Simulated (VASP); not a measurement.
Crystal: BAs.

```
B As
1.0
     2.12755    0.00000    0.00000
     0.00000    3.17406    0.00000
     0.00000    0.00000    4.95098
B As
1 1
Cartesian
  0.0000 1.5870 0.0000
  1.0638 1.5870 2.4755
```

| Quantity | Value |
| --- | --- |
| Program | VASP 6.6.1 |
| Task | relaxation of cell and atoms |
| Functional | LDA |
| Potentials or basis | VASP PAW LDA potentials, release 64 (B, As) |
| Cutoff | 600 eV |
| k mesh | 12 × 8 × 6 |
| Occupations | fermi-dirac, width 0.05 eV |
| Spin | no spin polarisation |

At the start: pressure 1.2 GPa; volume 16.72 Å³/atom.

How do energy, volume and symmetry change on relaxing?

Over 20 steps the energy falls by 1197.0 meV/atom and the volume is 12.37 Å³/atom (-26.0 %); space group Pmmm (No. 47, to 0.1 Å) before, P4/mmm (No. 123, to 0.1 Å).

The path:
```csv
step,energy change (eV),largest force (eV/Å),pressure (GPa),volume (Å³)
1,0.0000,0.0000,1.17,33.43
2,-0.5448,0.0000,-9.66,33.75
3,-0.5751,0.0000,-10.57,33.75
4,-0.6589,0.0000,-12.27,33.71
5,-0.8536,0.0000,-14.89,33.51
6,-1.2153,0.0000,-18.36,32.59
7,-1.6916,0.0000,-15.70,29.48
8,-1.2419,0.0000,47.71,20.27
9,-2.0735,0.0000,-8.06,26.42
10,-2.1114,0.0000,0.69,24.67
11,-2.1165,0.0000,-2.34,25.22
12,-2.2858,0.0000,2.57,24.18
13,-2.3236,0.0000,6.83,23.58
14,-2.3244,0.0000,8.14,23.41
15,-2.3883,0.0000,2.09,24.36
16,-2.3917,0.0000,0.75,24.67
17,-2.3917,0.0000,0.85,24.64
18,-2.3938,0.0000,-0.06,24.76
19,-2.3938,0.0000,-0.11,24.76
20,-2.3939,0.0000,0.04,24.75
```

Final structure:
```
CELL_PARAMETERS angstrom
3.10467 0.00000 0.00000
0.00000 2.55444 0.00000
0.00000 0.00000 3.12058
ATOMIC_POSITIONS crystal
B 0.00000 0.50000 0.00000
As 0.50000 0.50000 0.50000
```

Caveat: the volume moved by over 15 % at a fixed basis, so the end points are rough.
